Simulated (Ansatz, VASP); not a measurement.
# Two plane-wave programs on In3Sb2As

```
In Sb As
1.0
     4.54776   -0.00329   -0.00328
     1.50360    5.92739    0.01651
     0.97454    2.81129    7.75264
In Sb As
3 2 1
Direct
  0.68033 0.69365 0.99337
  0.94326 0.46514 0.75107
  0.20917 0.07120 0.30265
  0.09118 0.98572 0.99742
  0.45158 0.57669 0.52491
  0.62448 0.33260 0.30559
```

Change from the starting cell: species swapped into the Ag3AuS2 type (P1, No. 1).

Alike in both runs: functional PBE; k mesh 8 × 6 × 6; occupations gaussian, width 0.02 eV; no spin polarisation.

Ansatz relaxed the structure, and its values are those at the end. VASP's run is a single point on that final structure, the one shown.

```csv
,VASP,Ansatz
version,VASP 6.6.1,Ansatz 0.2.0
potentials or method,"VASP PAW PBE potentials, release 64 (In_d, Sb, As), cutoff 520 eV","scalar-relativistic, plane waves, PAW"
valence electrons in the cell,54,84
```

VASP gave:

| Item | Value |
| --- | --- |
| gap on the k mesh at the Fermi level (eV) | 0.16 |
| least direct gap on the mesh (eV) | 0.26 |
| pressure (GPa) | 0.0 |
| rms of the force components (eV/Å) | 0.007 |

**Question.** Which values does Ansatz return?

**Answer.** gap on the k mesh at the Fermi level (eV): 0.17; least direct gap on the mesh (eV): 0.26; pressure (GPa): 0.0; rms of the force components (eV/Å): 0.003.

With one functional, cell and mesh, what is left measures potentials, basis and numerics. VASP's potentials hold 54 valence electrons a cell and Ansatz's 84, so a difference there can come from the potentials and not from the codes.

Spin-orbit coupling is off throughout.
